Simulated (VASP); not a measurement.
# TiO2 (I4_1/amd) in VASP: a series of runs

The runs below take TiO2 through single point, with PBE.

Everything below comes from runs of VASP 6.6.1. Logs are shortened: lines on timing, memory, paths and dates and some standing lists are left out, and cuts for length are marked.

### Step 1. The cell of the first run

Symmetry: I4_1/amd, No. 141, tetragonal system. The conventional cell has a = 3.778 Å, b = 3.778 Å, c = 9.679 Å, α = 90.00°, β = 90.00°, γ = 90.00°. Within 2.6 Å of Ti (site symmetry -4m2) lie 6 O at 1.94 to 1.99 Å. Within 2.6 Å of O (site symmetry 2mm) lie 3 Ti at 1.94 to 1.99 Å and 2 O at 2.46 Å.

### Step 2. Single point, PBE (uniaxial z strain +1.0%)

File INCAR:

```
SYSTEM = TiO2
PREC = Accurate
ENCUT = 520
EDIFF = 1E-6
ISMEAR = -1
SIGMA = 0.02
LREAL = .FALSE.
LASPH = .TRUE.
NELM = 100
ALGO = Normal
ISIF = 2
LWAVE = .FALSE.
LCHARG = .FALSE.
GGA = PE
NBANDS = 33
```

File KPOINTS:

```
Automatic mesh
0
G
  10 10 10
  0 0 0
```

File POSCAR:

```
TiO2
1.0
   -1.8888988106      1.8888988106      4.8396326517
    1.8888988106     -1.8888988106      4.8396326517
    1.8888988106      1.8888988106     -4.8396326517
Ti O
2 4
Direct
    0.7500000000      0.2500000000      0.5000000000
    0.0000000000      0.0000000000      0.0000000000
    0.5439109570      0.0439109570      0.5000000000
    0.7939109570      0.7939109570      0.0000000000
    0.2060890430      0.2060890430      0.0000000000
    0.9560890430      0.4560890430      0.5000000000
```

Potentials or basis: VASP PAW PBE potentials, release 64 (Ti_sv, O).

On the command line:

```
cat potpaw_PBE.64/Ti_sv/POTCAR potpaw_PBE.64/O/POTCAR > POTCAR
mpirun -np 1 vasp_std > vasp.out
```

OUTCAR:

```text
SYSTEM = TiO2
   PREC = Accurate
   ENCUT = 520
   EDIFF = 1E-6
   ISMEAR = -1
   LREAL = .FALSE.
   LASPH = .TRUE.
   NELM = 100
   ISIF = 2
   GGA = PE

 ion  position               nearest neighbor table
   1  0.750  0.250  0.500-   4 1.94   5 1.94   4 1.94   5 1.94   3 1.99   6 1.99
   2  0.000  0.000  0.000-   3 1.94   6 1.94   3 1.94   6 1.94   5 1.99   4 1.99
   3  0.544  0.044  0.500-   2 1.94   2 1.94   1 1.99
   4  0.794  0.794  0.000-   1 1.94   1 1.94   2 1.99
   5  0.206  0.206  0.000-   1 1.94   1 1.94   2 1.99
   6  0.956  0.456  0.500-   2 1.94   2 1.94   1 1.99

  LATTYP: Found a body centered tetragonal cell.
 ALAT       =     3.7777976212
 C/A-ratio  =     2.5621450046

  Lattice vectors:

 A1 = (  -1.8888988106,   1.8888988106,   4.8396326517)
 A2 = (   1.8888988106,  -1.8888988106,   4.8396326517)
 A3 = (   1.8888988106,   1.8888988106,  -4.8396326517)

Analysis of symmetry for initial positions (statically):
=====================================================================
 Subroutine PRICEL returns:
 Original cell was already a primitive cell.

 Routine SETGRP: Setting up the symmetry group for a
 body centered tetragonal supercell.

 Subroutine GETGRP returns: Found 16 space group operations
 (whereof  8 operations were pure point group operations)
 out of a pool of 16 trial point group operations.

The static configuration has the point symmetry D_2d.
 The point group associated with its full space group is D_4h.

Analysis of symmetry for dynamics (positions and initial velocities):
=====================================================================
 Subroutine PRICEL returns:
 Original cell was already a primitive cell.

 Routine SETGRP: Setting up the symmetry group for a
 body centered tetragonal supercell.

 Subroutine GETGRP returns: Found 16 space group operations
 (whereof  8 operations were pure point group operations)
 out of a pool of 16 trial point group operations.

The dynamic configuration has the point symmetry D_2d.
 The point group associated with its full space group is D_4h.

 Subroutine INISYM returns: Found 16 space group operations
 (whereof  8 operations are pure point group operations),
 and found     1 'primitive' translations

----------------------------------------------------------------------------------------

                                     Primitive cell

  volume of cell :      69.0701

  direct lattice vectors                    reciprocal lattice vectors
    -1.888898811  1.888898811  4.839632652     0.000000000  0.264704492  0.103313626
     1.888898811 -1.888898811  4.839632652     0.264704492  0.000000000  0.103313626
     1.888898811  1.888898811 -4.839632652     0.264704492  0.264704492  0.000000000

  length of vectors
     5.527922000  5.527922000  5.527922000     0.284151673  0.284151673  0.374348683

  position of ions in fractional coordinates (direct lattice)
     0.750000000  0.250000000  0.500000000
     0.000000000  0.000000000  0.000000000
     0.543910957  0.043910957  0.500000000
     0.793910957  0.793910957  0.000000000
     0.206089043  0.206089043  0.000000000
     0.956089043  0.456089043  0.500000000

  ion indices of the primitive-cell ions
   primitive index   ion index
                 1           1
                 2           2
                 3           3
                 4           4
                 5           5
                 6           6

----------------------------------------------------------------------------------------

 KPOINTS: Automatic mesh

Automatic generation of k-mesh.
 Grid dimensions read from file:
 generate k-points for:   10   10   10

 Generating k-lattice:

  Cartesian coordinates                     Fractional coordinates (reciprocal lattice)
     0.000000000  0.026470449  0.010331363     0.100000000 -0.000000000  0.000000000
     0.026470449  0.000000000  0.010331363    -0.000000000  0.100000000  0.000000000
     0.026470449  0.026470449  0.000000000     0.000000000  0.000000000  0.100000000

  Length of vectors
     0.028415167  0.028415167  0.037434868

  Shift w.r.t. Gamma in fractional coordinates (k-lattice)
     0.000000000  0.000000000  0.000000000

 Subroutine IBZKPT returns following result:
 ===========================================

 Found    102 irreducible k-points:

 Following reciprocal coordinates:
            Coordinates               Weight
  0.000000  0.000000  0.000000      1.000000
  0.100000 -0.000000  0.000000      8.000000
  0.200000 -0.000000  0.000000      8.000000
  0.300000  0.000000  0.000000      8.000000
  0.400000  0.000000 -0.000000      8.000000
  0.500000  0.000000  0.000000      4.000000
[... 16 lines left out ...]
  0.300000  0.300000  0.000000      8.000000
  0.400000  0.300000 -0.000000     16.000000
 [... further k-points ...]
   k-points           NKPTS =    102   k-points in BZ     NKDIM =    102   number of bands    NBANDS=     33
   number of dos      NEDOS =    301   number of ions     NIONS =      6
   total plane-waves  NPLWV =  74088
   dimension x,y,z NGX =    42 NGY =   42 NGZ =   42
   dimension x,y,z NGXF=    84 NGYF=   84 NGZF=   84
   ions per type =               2   4
   NGX,Y,Z   is equivalent  to a cutoff of  12.63, 12.63, 12.63 a.u.
   NGXF,Y,Z  is equivalent  to a cutoff of  25.26, 25.26, 25.26 a.u.
 SYSTEM =  TiO2
   PREC   = accura    normal or accurate (medium, high low for compatibility)
   ISTART =      0    job   : 0-new  1-cont  2-samecut
   ICHARG =      2    charge: 1-file 2-atom 10-const
   ISPIN  =      1    spin polarized calculation?
   LNONCOLLINEAR =      F non collinear calculations
   LSORBIT =      F    spin-orbit coupling
   LASPH  =      T    aspherical Exc in radial PAW
   ENCUT  =  520.0 eV  38.22 Ry    6.18 a.u.  10.28 10.28 10.28*2*pi/ulx,y,z
   NELM   =    100;   NELMIN=  2; NELMDL= -5     # of ELM steps
   EDIFF  = 0.1E-05   stopping-criterion for ELM
   LREAL  =      F    real-space projection
   EDIFFG = 0.1E-04   stopping-criterion for IOM
   NSW    =      0    number of steps for IOM
   IBRION =     -1    ionic relax: 0-MD 1-quasi-New 2-CG
   NFREE  =      0    steps in history (QN), initial steepest desc. (CG)
   ISIF   =      2    stress and relaxation
   ISYM   =      2    0-nonsym 1-usesym 2-fastsym
   POTIM  = 0.5000    time-step for ionic-motion
   TEBEG  =    0.0;   TEEND  =   0.0 temperature during run
   PSTRESS=    0.0 pullay stress
   NELECT =      48.0000    total number of electrons
   NUPDOWN=      -1.0000    fix difference up-down
   EMIN   =  10.00;   EMAX   =-10.00  energy-range for DOS
   EFERMI =   0.00;   METHOD = LEGACY
   ISMEAR =    -1;   SIGMA  =   0.02  broadening in eV -4-tet -1-fermi 0-gaus
   EFERMI_NEDOS =   21; number of points for ismear=-14 and -15
   IALGO  =     38    algorithm
   IMIX   =      4    mixing-type and parameters
     AMIX     =   0.40;   BMIX     =  1.00
     AMIX_MAG =   1.60;   BMIX_MAG =  1.00
  volume/ion in A,a.u.               =      11.51        77.68
  Fermi-wavevector in a.u.,A,eV,Ry     =   1.450080  2.740254 28.609409  2.102732
  Thomas-Fermi vector in A             =   2.567733
   LORBIT       =      0    0 simple, 1 ext, 2 COOP (PROOUT), +10 PAW based schemes
   GGA     = PE    functional components
[... 5 lines left out ...]
 non-spin polarized calculation
  energy-cutoff  :      520.00
  volume of cell :       69.07
 maximum number of plane-waves:      1874
 NGX is ok and might be reduce to    42
   NGX = 21   NGY = 21   NGZ = 21

 number of electron      47.9999996 magnetization

 Free energy of the ion-electron system (eV)
  ---------------------------------------------------
  ext. energy  EPLUGINS =         0.00000000
  ---------------------------------------------------
  free energy    TOTEN  =       -53.85021876 eV

  energy without entropy =      -53.85021876  energy(sigma->0) =      -53.85021876

 E-fermi :   3.8265     XC(G=0): -10.6581

 val. band max:        3.2548743864   @ k =  -0.4000   0.4000   0.0000
 cond. band min:       5.4141206653   @ k =   0.0000   0.0000   0.0000
 fundamental gap:      2.1592462789
 Fermi energy:         3.8265453263

 k-point     1 :       0.0000    0.0000    0.0000
  band No.  band energies     occupation
      1     -53.1359      2.00000
      2     -53.0820      2.00000
      3     -29.5836      2.00000
      4     -29.3541      2.00000
      5     -29.3541      2.00000
      6     -29.2901      2.00000
[... 25 lines left out ...]
     32       8.4268      0.00000
     33       8.5958      0.00000

 k-point     2 :       0.1000   -0.0000    0.0000
  band No.  band energies     occupation
      1     -53.1347      2.00000
      2     -53.0828      2.00000
      3     -29.5808      2.00000
      4     -29.3665      2.00000
      5     -29.3549      2.00000
      6     -29.2955      2.00000
[... 25 lines left out ...]
     32       8.6296      0.00000
     33       8.8673      0.00000

 k-point     3 :       0.2000   -0.0000    0.0000
  band No.  band energies     occupation
      1     -53.1314      2.00000
      2     -53.0850      2.00000
      3     -29.5737      2.00000
      4     -29.3979      2.00000
      5     -29.3569      2.00000
      6     -29.3085      2.00000
[... 25 lines left out ...]
     32       8.9841      0.00000
     33       9.2725      0.00000

 k-point     4 :       0.3000    0.0000    0.0000
  band No.  band energies     occupation
      1     -53.1267      2.00000
      2     -53.0882      2.00000
      3     -29.5650      2.00000
      4     -29.4358      2.00000
      5     -29.3592      2.00000
      6     -29.3211      2.00000
[... 673 lines left out ...]
     32       9.6656      0.00000
     33       9.9690      0.00000

 k-point    23 :       0.3000    0.3000    0.0000
  band No.  band energies     occupation
      1     -53.1153      2.00000
      2     -53.0967      2.00000
      3     -29.5390      2.00000
      4     -29.4834      2.00000
      5     -29.3995      2.00000
      6     -29.3574      2.00000
[... 25 lines left out ...]
     32       9.6440      0.00000
     33      10.4865      0.00000

 k-point    24 :       0.4000    0.3000   -0.0000
  band No.  band energies     occupation
      1     -53.1118      2.00000
      2     -53.0990      2.00000
      3     -29.5416      2.00000
      4     -29.5042      2.00000
      5     -29.4018      2.00000
      6     -29.3728      2.00000
[... 25 lines left out ...]
     32       9.6484      0.00000
     33      10.5534      0.00000

 [... further k-points ...]

------------------------ aborting loop because EDIFF is reached ----------------------------------------

  FORCE on cell =-STRESS in cart. coord.  units (eV):
  Direction    XX          YY          ZZ          XY          YZ          ZX
  --------------------------------------------------------------------------------------
  -------------------------------------------------------------------------------------
  Total        1.5783267      1.5783267      1.5828067      0.0000000      0.0000000      0.0000000
  in kB       36.6115149     36.6115149     36.7154347      0.0000000      0.0000000      0.0000000
  external PRESSURE =      36.6461548 kB  Pullay stress =       0.0000000 kB

 VOLUME and BASIS-vectors are now :
 -----------------------------------------------------------------------------
  energy-cutoff  :      520.00
  volume of cell :       69.07
      direct lattice vectors                 reciprocal lattice vectors
    -1.888898811  1.888898811  4.839632652     0.000000000  0.264704492  0.103313626
     1.888898811 -1.888898811  4.839632652     0.264704492  0.000000000  0.103313626
     1.888898811  1.888898811 -4.839632652     0.264704492  0.264704492  0.000000000

 POSITION                                       TOTAL-FORCE (eV/Angst)
 -----------------------------------------------------------------------------------
     -0.00000      1.88890      2.41982        -0.000000     -0.000000     -0.000000
      0.00000      0.00000      0.00000        -0.000000     -0.000000     -0.000000
      0.00000      1.88890      0.42503         0.000000     -0.000000     -0.102780
      0.00000      0.00000      7.68447        -0.000000      0.000000     -0.102780
      0.00000      0.00000      1.99479        -0.000000      0.000000      0.102780
      0.00000      1.88890      4.41461         0.000000     -0.000000      0.102780
 -----------------------------------------------------------------------------------
    total drift:                               -0.000000      0.000000     -0.000000

  FREE ENERGIE OF THE ION-ELECTRON SYSTEM (eV)
  ---------------------------------------------------
  free  energy   TOTEN  =       -53.8502187602 eV

  energy  without entropy=      -53.8502187602  energy(sigma->0) =      -53.85021876
```

It took 6.5 min on 1 thread of Intel Xeon 6975P-C, shared host; peak memory 0.38 GiB.

Results:

```
Free energy            : -53.8502 eV
Pressure               : 3.7 GPa
Largest force          : 0.103 eV/Å
Band gap on the k mesh : 2.16 eV, indirect (least direct gap 2.45 eV)
```

Forces on the atoms (eV/Å):
```
Ti   0.000  0.000  0.000
Ti   0.000  0.000  0.000
O    0.000  0.000 -0.103
O    0.000  0.000 -0.103
O    0.000  0.000  0.103
O    0.000  0.000  0.103
```

Caveat: the cell differs from its parent crystal (uniaxial z strain +1.0%).

### Step 3. Single point, PBE (uniaxial z strain +2.0%)

File INCAR:

```
PREC = Accurate ; ENCUT = 520
EDIFF = 1E-6 ; ISMEAR = -1
SIGMA = 0.02 ; LREAL = False
LASPH = True ; NELM = 60
ALGO = Normal ; ISIF = 2
LWAVE = False ; LCHARG = False
GGA = PE ; NBANDS = 33
```

File KPOINTS:

```
Automatic mesh
0
Gamma
  10 10 10
```

File POSCAR:

```
TiO2
1.0
   -1.8888988106      1.8888988106      4.8875498066
    1.8888988106     -1.8888988106      4.8875498066
    1.8888988106      1.8888988106     -4.8875498066
Ti O
2 4
Direct
    0.7500000000      0.2500000000      0.5000000000
    0.0000000000      0.0000000000      0.0000000000
    0.5450037532      0.0450037532      0.5000000000
    0.7950037532      0.7950037532      0.0000000000
    0.2049962468      0.2049962468      0.0000000000
    0.9549962468      0.4549962468      0.5000000000
```

Potentials or basis: VASP PAW PBE potentials, release 64 (Ti_sv, O).

On the command line:

```
cat potpaw_PBE.64/Ti_sv/POTCAR potpaw_PBE.64/O/POTCAR > POTCAR
mpirun -np 1 vasp_std > vasp.out
```

Run time: 7 min. Hardware: 1 thread of Intel Xeon 6975P-C, shared host; peak memory 0.38 GiB.

The run converged. Its results:

```yaml
Free_energy: -53.8584 eV
Pressure: 2.0 GPa
Largest_force: 0.092 eV/Å
Band_gap_on_the_k_mesh: 2.18 eV, indirect (least direct gap 2.45 eV)
```

Forces on the atoms (eV/Å):
```
Ti   0.000  0.000  0.000
Ti   0.000  0.000  0.000
O    0.000  0.000 -0.092
O    0.000  0.000 -0.092
O    0.000  0.000  0.092
O    0.000  0.000  0.092
```

Stress tensor (GPa, compression positive):
```
2.17 0.00 0.00
0.00 2.17 0.00
0.00 0.00 1.62
```

Levels at points of the mesh, in eV from the valence-band top:
| k point | band 21 | band 22 | band 23 | band 24 | band 25 | band 26 | band 27 | band 28 |
| --- | --- | --- | --- | --- | --- | --- | --- | --- |
| (0.00, 0.00, 0.00) | -0.79 | -0.79 | -0.38 | -0.38 | 2.18 | 2.82 | 4.10 | 4.10 |
| (0.50, 0.00, 0.00) | -1.86 | -0.85 | -0.81 | -0.63 | 3.26 | 3.51 | 3.54 | 3.61 |
| (0.50, 0.50, 0.00) | -1.94 | -1.94 | -0.05 | -0.05 | 3.23 | 3.23 | 3.71 | 3.71 |
| (0.50, 0.50, 0.50) | -1.20 | -1.20 | -0.06 | -0.06 | 2.49 | 2.49 | 3.79 | 3.79 |

Caveat: the cell differs from its parent crystal (uniaxial z strain +2.0%).
